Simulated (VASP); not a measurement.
# Ir in VASP: settings compared

The runs below take Ir through single point, relaxation of cell and atoms, with PBE+D4, PBE+D3(BJ), PBE.

Program: VASP 6.6.1. These are calculated values, not measurements. Logs are shortened: lines on timing, memory, paths and dates and some standing lists are left out, and cuts for length are marked.

## Step 1: The cell of the first run

The structure is hexagonal, space group P6_3/mmc (No. 194). Conventional cell: a = 2.725 Å, b = 2.725 Å, c = 4.417 Å, α = 90.00°, β = 90.00°, γ = 120.00°. Within 3.6 Å of Ir (site symmetry -6m2) lie 12 Ir at 2.71 to 2.72 Å.

This isn't the form of Ir at room conditions, which is fcc.

## Step 2: Single point, PBE+D4

INCAR reads:

```
  ALGO = Fast
  EDIFF = 1E-6
  ENCUT = 520
  GGA = PE
  ISIF = 2
  ISMEAR = -1
  IVDW = 13
  LASPH = T
  LCHARG = F
  LREAL = F
  LWAVE = F
  NBANDS = 16
  NELM = 80
  PREC = Accurate
  SIGMA = 0.05
```

KPOINTS reads:

```
k-points
0
Gamma
  11 11 6
```

POSCAR reads:

```
Ir
1.0
    2.7248727400      0.0000022529     -0.0000061604
   -1.3624344239      2.3597935352     -0.0000168176
   -0.0000099912     -0.0000372633      4.4169774592
Ir
2
Direct
    0.6666671474      0.3333339662      0.7499997420
    0.3333328526      0.6666660338      0.2500002580
```

Potentials or basis: VASP PAW PBE potentials, release 64 (Ir).

Started as:

```console
$ cat potpaw_PBE.64/Ir/POTCAR > POTCAR
$ mpirun -np 1 vasp_std > vasp.out
```

OUTCAR:

```text
EDIFF = 1E-6
   ENCUT = 520
   GGA = PE
   ISIF = 2
   ISMEAR = -1
   IVDW = 13
   LASPH = T
   LREAL = F
   NELM = 80
   PREC = Accurate

 ion  position               nearest neighbor table
   1  0.667  0.333  0.750-   2 2.71   2 2.71   2 2.71   2 2.71   2 2.71   2 2.71
   2  0.333  0.667  0.250-   1 2.71   1 2.71   1 2.71   1 2.71   1 2.71   1 2.71

  LATTYP: Found a hexagonal cell.
 ALAT       =     2.7248727400
 C/A-ratio  =     1.6209848609

  Lattice vectors:

 A1 = (   2.7248727400,   0.0000022529,  -0.0000061604)
 A2 = (  -1.3624344239,   2.3597935352,  -0.0000168176)
 A3 = (  -0.0000099912,  -0.0000372633,   4.4169774592)

Analysis of symmetry for initial positions (statically):
=====================================================================
 Subroutine PRICEL returns:
 Original cell was already a primitive cell.

 Routine SETGRP: Setting up the symmetry group for a
 hexagonal supercell.

 Subroutine GETGRP returns: Found 24 space group operations
 (whereof 12 operations were pure point group operations)
 out of a pool of 24 trial point group operations.

The static configuration has the point symmetry D_3d.
 The point group associated with its full space group is D_6h.

Analysis of symmetry for dynamics (positions and initial velocities):
=====================================================================
 Subroutine PRICEL returns:
 Original cell was already a primitive cell.

 Routine SETGRP: Setting up the symmetry group for a
 hexagonal supercell.

 Subroutine GETGRP returns: Found 24 space group operations
 (whereof 12 operations were pure point group operations)
 out of a pool of 24 trial point group operations.

The dynamic configuration has the point symmetry D_3d.
 The point group associated with its full space group is D_6h.

 Subroutine INISYM returns: Found 24 space group operations
 (whereof 12 operations are pure point group operations),
 and found     1 'primitive' translations

----------------------------------------------------------------------------------------

                                     Primitive cell

  volume of cell :      28.4018

  direct lattice vectors                    reciprocal lattice vectors
     2.724872740  0.000002253 -0.000006160     0.366989441  0.211882540  0.000002618
    -1.362434424  2.359793535 -0.000016818    -0.000000350  0.423765684  0.000003575
    -0.000009991 -0.000037263  4.416977459     0.000000512  0.000001909  0.226399163

  length of vectors
     2.724872740  2.724858361  4.416977459     0.423763448  0.423765685  0.226399163

  position of ions in fractional coordinates (direct lattice)
     0.666667147  0.333333966  0.749999742
     0.333332853  0.666666034  0.250000258

  ion indices of the primitive-cell ions
   primitive index   ion index
                 1           1
                 2           2

----------------------------------------------------------------------------------------

 KPOINTS: k-points

Automatic generation of k-mesh.
 Grid dimensions read from file:
 generate k-points for:   11   11    6

 Generating k-lattice:

  Cartesian coordinates                     Fractional coordinates (reciprocal lattice)
     0.033362676  0.019262049  0.000000238     0.090909091 -0.000000000  0.000000000
    -0.000000032  0.038524153  0.000000325     0.000000000  0.090909091 -0.000000000
     0.000000085  0.000000318  0.037733194     0.000000000 -0.000000000  0.166666667

  Length of vectors
     0.038523950  0.038524153  0.037733194

  Shift w.r.t. Gamma in fractional coordinates (k-lattice)
     0.000000000  0.000000000  0.000000000

 Subroutine IBZKPT returns following result:
 ===========================================

 Found     64 irreducible k-points:

 Following reciprocal coordinates:
            Coordinates               Weight
  0.000000  0.000000  0.000000      1.000000
  0.090909 -0.000000 -0.000000      6.000000
  0.181818 -0.000000 -0.000000      6.000000
  0.272727 -0.000000 -0.000000      6.000000
  0.363636 -0.000000  0.000000      6.000000
  0.454545 -0.000000 -0.000000      6.000000
[... 16 lines left out ...]
  0.090909  0.090909  0.166667     12.000000
  0.181818  0.090909  0.166667     24.000000
 [... further k-points ...]
   k-points           NKPTS =     64   k-points in BZ     NKDIM =     64   number of bands    NBANDS=     16
   number of dos      NEDOS =    301   number of ions     NIONS =      2
   total plane-waves  NPLWV =  14400
   dimension x,y,z NGX =    20 NGY =   20 NGZ =   36
   dimension x,y,z NGXF=    40 NGYF=   40 NGZF=   72
   ions per type =               2
   NGX,Y,Z   is equivalent  to a cutoff of  12.20, 12.20, 13.55 a.u.
   NGXF,Y,Z  is equivalent  to a cutoff of  24.40, 24.40, 27.10 a.u.
 SYSTEM =  unknown system
   PREC   = accura    normal or accurate (medium, high low for compatibility)
   ISTART =      0    job   : 0-new  1-cont  2-samecut
   ICHARG =      2    charge: 1-file 2-atom 10-const
   ISPIN  =      1    spin polarized calculation?
   LNONCOLLINEAR =      F non collinear calculations
   LSORBIT =      F    spin-orbit coupling
   LASPH  =      T    aspherical Exc in radial PAW
   ENCUT  =  520.0 eV  38.22 Ry    6.18 a.u.   5.07  5.07  8.21*2*pi/ulx,y,z
   NELM   =     80;   NELMIN=  2; NELMDL= -5     # of ELM steps
   EDIFF  = 0.1E-05   stopping-criterion for ELM
   LREAL  =      F    real-space projection
   EDIFFG = 0.1E-04   stopping-criterion for IOM
   NSW    =      0    number of steps for IOM
   IBRION =     -1    ionic relax: 0-MD 1-quasi-New 2-CG
   NFREE  =      0    steps in history (QN), initial steepest desc. (CG)
   ISIF   =      2    stress and relaxation
   ISYM   =      2    0-nonsym 1-usesym 2-fastsym
   POTIM  = 0.5000    time-step for ionic-motion
   TEBEG  =    0.0;   TEEND  =   0.0 temperature during run
   PSTRESS=    0.0 pullay stress
   NELECT =      18.0000    total number of electrons
   NUPDOWN=      -1.0000    fix difference up-down
   EMIN   =  10.00;   EMAX   =-10.00  energy-range for DOS
   EFERMI =   0.00;   METHOD = LEGACY
   ISMEAR =    -1;   SIGMA  =   0.05  broadening in eV -4-tet -1-fermi 0-gaus
   EFERMI_NEDOS =   21; number of points for ismear=-14 and -15
   IALGO  =     68    algorithm
   IMIX   =      4    mixing-type and parameters
     AMIX     =   0.40;   BMIX     =  1.00
     AMIX_MAG =   1.60;   BMIX_MAG =  1.00
  volume/ion in A,a.u.               =      14.20        95.83
  Fermi-wavevector in a.u.,A,eV,Ry     =   1.406211  2.657353 26.904556  1.977429
  Thomas-Fermi vector in A             =   2.528594
   LORBIT       =      0    0 simple, 1 ext, 2 COOP (PROOUT), +10 PAW based schemes
   GGA     = PE    functional components
   LHFCALC =     F    Hartree Fock is set to
   AEXX    =    0.0000 exact exchange contribution
   IVDW    =    13    specifies the selected vdW correction
   LEPSILON=     F    determine dielectric tensor
   LRPA    =     F    only Hartree local field effects (RPA)
 non-spin polarized calculation
 RMM-DIIS sequential band-by-band and
  energy-cutoff  :      520.00
  volume of cell :       28.40
 maximum number of plane-waves:       784
   NGX = 11   NGY = 11   NGZ = 17

 number of electron      17.9999985 magnetization

 Free energy of the ion-electron system (eV)
  ---------------------------------------------------
  ext. energy  EPLUGINS =         0.00000000
  ---------------------------------------------------
  free energy    TOTEN  =       -17.51202766 eV

  energy without entropy =      -17.48739159  energy(sigma->0) =      -17.49970962

 E-fermi :  10.4455     XC(G=0): -13.9660

 val. band max:       10.4352267695   @ k =   0.3636   0.1818   0.1667
 cond. band min:      10.4493798568   @ k =   0.2727   0.0909   0.3333
 fundamental gap:      0.0141530873
 Fermi energy:        10.4455139167

 k-point     1 :       0.0000    0.0000    0.0000
  band No.  band energies     occupation
      1      -0.7383      2.00000
      2       2.3060      2.00000
      3       6.5282      2.00000
      4       6.6277      2.00000
      5       6.6278      2.00000
      6       7.2858      2.00000
[... 8 lines left out ...]
     15      26.8853      0.00000
     16      27.9479      0.00000

 k-point     2 :       0.0909   -0.0000   -0.0000
  band No.  band energies     occupation
      1      -0.4181      2.00000
      2       2.5882      2.00000
      3       6.0886      2.00000
      4       6.8983      2.00000
      5       6.9816      2.00000
      6       7.1440      2.00000
[... 8 lines left out ...]
     15      27.2965      0.00000
     16      28.4191      0.00000

 k-point     3 :       0.1818   -0.0000   -0.0000
  band No.  band energies     occupation
      1       0.4698      2.00000
      2       3.2516      2.00000
      3       5.5814      2.00000
      4       6.2618      2.00000
      5       6.6762      2.00000
      6       7.4303      2.00000
[... 8 lines left out ...]
     15      27.6105      0.00000
     16      28.3080      0.00000

 k-point     4 :       0.2727   -0.0000   -0.0000
  band No.  band energies     occupation
      1       1.6579      2.00000
      2       3.5472      2.00000
      3       4.9864      2.00000
      4       5.6202      2.00000
      5       6.5169      2.00000
      6       6.9461      2.00000
[... 8 lines left out ...]
     15      25.8562      0.00000
     16      26.0683      0.00000
[... 324 lines left out ...]
 k-point    22 :       0.4545   -0.0000    0.1667
  band No.  band energies     occupation
      1       2.5792      2.00000
      2       3.0368      2.00000
      3       4.2809      2.00000
      4       5.3457      2.00000
      5       6.5899      2.00000
      6       7.4305      2.00000
[... 8 lines left out ...]
     15      22.9008      0.00000
     16      23.4796      0.00000

 k-point    23 :       0.0909    0.0909    0.1667
  band No.  band energies     occupation
      1       0.4734      2.00000
      2       3.1419      2.00000
      3       5.7022      2.00000
      4       6.0549      2.00000
      5       6.6186      2.00000
      6       7.0964      2.00000
[... 8 lines left out ...]
     15      27.6129      0.00000
     16      27.9515      0.00000

 k-point    24 :       0.1818    0.0909    0.1667
  band No.  band energies     occupation
      1       1.4866      2.00000
      2       3.8398      2.00000
      3       5.1049      2.00000
      4       5.3371      2.00000
      5       6.3330      2.00000
      6       6.9575      2.00000
[... 8 lines left out ...]
     15      25.8316      0.00000
     16      27.0789      0.00000

 [... further k-points ...]

------------------------ aborting loop because EDIFF is reached ----------------------------------------

  DFT-D4 for vdW energy calculation

  Edisp (eV):   -1.84135

  FORCE on cell =-STRESS in cart. coord.  units (eV):
  Direction    XX          YY          ZZ          XY          YZ          ZX
  --------------------------------------------------------------------------------------
  -------------------------------------------------------------------------------------
  Total       0.10224     0.10224     0.11330     0.00000    -0.00000    -0.00000
  in kB       5.76743     5.76736     6.39151     0.00001    -0.00010    -0.00003
  external pressure =        5.98 kB  Pullay stress =        0.00 kB

 VOLUME and BASIS-vectors are now :
 -----------------------------------------------------------------------------
  energy-cutoff  :      520.00
  volume of cell :       28.40
      direct lattice vectors                 reciprocal lattice vectors
     2.724872740  0.000002253 -0.000006160     0.366989441  0.211882540  0.000002618
    -1.362434424  2.359793535 -0.000016818    -0.000000350  0.423765684  0.000003575
    -0.000009991 -0.000037263  4.416977459     0.000000512  0.000001909  0.226399163

 POSITION                                       TOTAL-FORCE (eV/Angst)
 -----------------------------------------------------------------------------------
      1.36243      0.78657      3.31272        -0.000000     -0.000000      0.000000
     -0.00000      1.57319      1.10423         0.000000      0.000000     -0.000000
 -----------------------------------------------------------------------------------
    total drift:                               -0.000009     -0.000028     -0.000007

  FREE ENERGIE OF THE ION-ELECTRON SYSTEM (eV)
  ---------------------------------------------------
  free  energy   TOTEN  =       -19.3533729909 eV

  energy  without entropy=      -19.3287369175  energy(sigma->0) =      -19.34105495
```

It took 28 s on 1 thread of Intel Xeon Platinum 8488C (Sapphire Rapids), shared host; peak memory 0.15 GiB.

Results:

* Free energy: -19.3534 eV
* Pressure: 0.6 GPa
* Band gap on the k mesh: zero (bands 9 and 10 overlap by 3.23 eV)
* Dispersion energy per atom: -0.921 eV

Levels at points of the mesh, in eV from the Fermi level:
```csv
k point,band 5,band 6,band 7,band 8,band 9,band 10,band 11,band 12,band 13,band 14
"(0.00, 0.00, 0.00)",-3.82,-3.16,-3.16,-2.37,-2.37,-0.80,0.28,0.28,7.07,14.27
"(0.00, 0.00, 0.50)",-3.94,-3.94,-3.94,-3.94,-0.46,-0.46,-0.46,-0.46,13.64,13.64
```

Caveat: spin-orbit coupling is left out, which moves the levels of the heavy elements.

## Step 3: Single point, PBE+D3(BJ)

This run uses another cell than the first one, of 14.23 Å³/atom.

INCAR reads:

```
SYSTEM = Ir
ALGO = Fast ; EDIFF = 1E-7
ENCUT = 520 ; GGA = PE
ISIF = 2 ; ISMEAR = -1
IVDW = 12 ; LASPH = .True.
LCHARG = .False. ; LREAL = .False.
LWAVE = .False. ; NBANDS = 16
NELM = 60 ; PREC = Accurate
SIGMA = 0.05
```

KPOINTS reads:

```
k-points
0
Gamma
  11 11 6
  0 0 0
```

POSCAR reads:

```
Ir
1.0
    2.7269172323      0.0000017100     -0.0000049424
   -1.3634571402      2.3615675892     -0.0000134609
   -0.0000080157     -0.0000298365      4.4202202232
Ir
2
Direct
    0.6666671132      0.3333339428      0.7499997864
    0.3333328868      0.6666660572      0.2500002136
```

Potentials or basis: VASP PAW PBE potentials, release 64 (Ir).

Started as:

```console
$ cat potpaw_PBE.64/Ir/POTCAR > POTCAR
$ mpirun -np 1 vasp_std > vasp.out
```

It took 27 s on 1 thread of Intel Xeon Platinum 8488C (Sapphire Rapids), shared host; peak memory 0.16 GiB.

The run converged. Its results:

```yaml
Free_energy: -18.9769 eV
Pressure: 0.6 GPa
Band_gap_on_the_k_mesh: zero (bands 9 and 10 overlap by 3.22 eV)
Dispersion_energy_per_atom: -0.731 eV
```

Levels at points of the mesh, in eV from the Fermi level:
| k point | band 7 | band 8 | band 9 | band 10 | band 11 | band 12 |
| --- | --- | --- | --- | --- | --- | --- |
| (0.00, 0.00, 0.00) | -3.15 | -2.36 | -2.36 | -0.79 | 0.28 | 0.28 |
| (0.00, 0.00, 0.50) | -3.93 | -3.93 | -0.46 | -0.46 | -0.46 | -0.46 |

Caveat: spin-orbit coupling is left out, which moves the levels of the heavy elements.

## Step 4: Single point, PBE

This run uses another cell than the first one, of 14.57 Å³/atom.

INCAR reads:

```
SYSTEM = Ir
PREC = Accurate
ENCUT = 520
EDIFF = 1E-6
ISMEAR = -1
SIGMA = 0.05
LREAL = .False.
LASPH = .True.
NELM = 60
ALGO = Fast
ISIF = 2
LWAVE = .False.
LCHARG = .False.
GGA = PE
NBANDS = 16
```

KPOINTS reads:

```
regular mesh
0
Gamma
  11 11 6
  0 0 0
```

POSCAR reads:

```
Ir
1.0
    2.7490390296      0.0000058264     -0.0000277303
   -1.3745144740      2.3806769593     -0.0000723958
   -0.0000449740     -0.0001615440      4.4529264548
Ir
2
Direct
    0.6666687685      0.3333361520      0.7499977118
    0.3333312315      0.6666638480      0.2500022882
```

Started as:

```console
$ cat potpaw_PBE.64/Ir/POTCAR > POTCAR
$ mpirun -np 1 vasp_std > vasp.out
```

Wall time 76 s (1 thread of Intel Xeon Platinum 8488C (Sapphire Rapids), shared host); peak memory 0.2 GiB.

The run converged. Its results:

```
Free energy            : -17.5362 eV
Pressure               : 0.5 GPa
Band gap on the k mesh : zero (bands 9 and 10 overlap by 3.10 eV)
```

Levels at points of the mesh, in eV from the Fermi level:
```
           k point  band 7  band 8  band 9  band 10  band 11  band 12
(0.00, 0.00, 0.00)   -3.03   -2.28   -2.28    -0.72     0.27     0.27
(0.00, 0.00, 0.50)   -3.79   -3.79   -0.45    -0.45    -0.45    -0.45
```

Caveat: spin-orbit coupling is left out, which moves the levels of the heavy elements.

(Continued in part 2 of 2.)
